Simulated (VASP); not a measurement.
# ZnSe: vibrations by perturbation theory with PBEsol

Crystal: ZnSe.

```xyz
2
Lattice="0.0000 2.7452 2.7452 2.7452 0.0000 2.7452 2.7452 2.7452 0.0000" Properties=species:S:1:pos:R:3 pbc="T T T"
Zn    0.0000    0.0000    0.0000
Se    4.1178    4.1178    4.1178
```

```yaml
Program: VASP 6.6.1
Task: vibrations by perturbation theory
Functional: PBEsol
Potentials_or_basis: VASP PAW PBE potentials, release 64 (Zn, Se)
Cutoff: 520 eV
k_mesh: 8 × 8 × 8
Occupations: gaussian, width 0.01 eV
Spin: no spin polarisation
Dipole_correction: no
Further_INCAR_settings: ALGO = Normal; EDIFF = 1e-08; IBRION = 8; NSW = 1
```

```json
{
 "Electronic dielectric tensor (diagonal)": "7.64",
 "Born charges (mean of the diagonal)": "Zn +1.93; Se -1.93 e",
 "Highest phonon frequency at Γ, LO-TO splitting left out": "239 cm⁻¹"
}
```

Phonon frequencies in cm⁻¹ (negative: imaginary):
```csv
q point,frequencies
"(0.000, 0.000, 0.000)",0 0 0 239 239 239
```

Electronic dielectric tensor:
```
7.64 0.00 0.00
0.00 7.64 0.00
0.00 0.00 7.64
```

Born effective charge tensors (e):
atom 1, Zn
```
1.93 0.00 0.00
0.00 1.93 0.00
0.00 0.00 1.93
```
atom 2, Se
```
-1.93  0.00  0.00
 0.00 -1.93  0.00
 0.00  0.00 -1.93
```

It took 13 min on 1 thread of Intel Xeon 8259CL (shared host), peak memory 0.29 GiB.

Caveat: the cell stands under pressure or tension, which shifts response properties.
